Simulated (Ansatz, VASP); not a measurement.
**Two plane-wave programs on GaSb**

```xyz
2
Lattice="-1.5764 2.7102 2.9314 1.5764 -2.7102 2.9314 1.5764 2.7102 -2.9314" Properties=species:S:1:pos:R:3 pbc="T T T"
Sb    0.0000    0.0000    2.9314
Ga    0.0000    0.0000    0.0000
```

Alike in both runs: task single point; functional r2SCAN; k mesh 10 × 10 × 10; occupations fermi-dirac, width 0.05 eV; no spin polarisation.

```csv
,VASP,Ansatz
version,VASP 6.6.1,Ansatz 0.2.0
potentials or method,"VASP PAW PBE potentials, release 64 (Sb, Ga_d)",Ansatz PAW
plane-wave cutoff (eV),520,500
valence electrons in the cell,18,28
```

VASP gave:

| Property | Result |
| --- | --- |
| gap on the k mesh at the Fermi level (eV) | none |
| pressure (GPa) | -3.6 |
| traceless stress, the component that is largest in VASP (GPa) | 1.16 |

Q: Estimate Ansatz's values.

A: gap on the k mesh at the Fermi level (eV): none; pressure (GPa): -3.6; traceless stress, the component that is largest in VASP (GPa): 1.18.

VASP's potentials were made for PBE, not for r2SCAN. A gap of «none» marks a metal or a gap that the smearing closes. With one functional, cell and mesh, what is left measures potentials, basis and numerics. VASP's potentials hold 18 valence electrons a cell and Ansatz's 28, so a difference there can come from the potentials and not from the codes.

Spin-orbit coupling is off throughout.
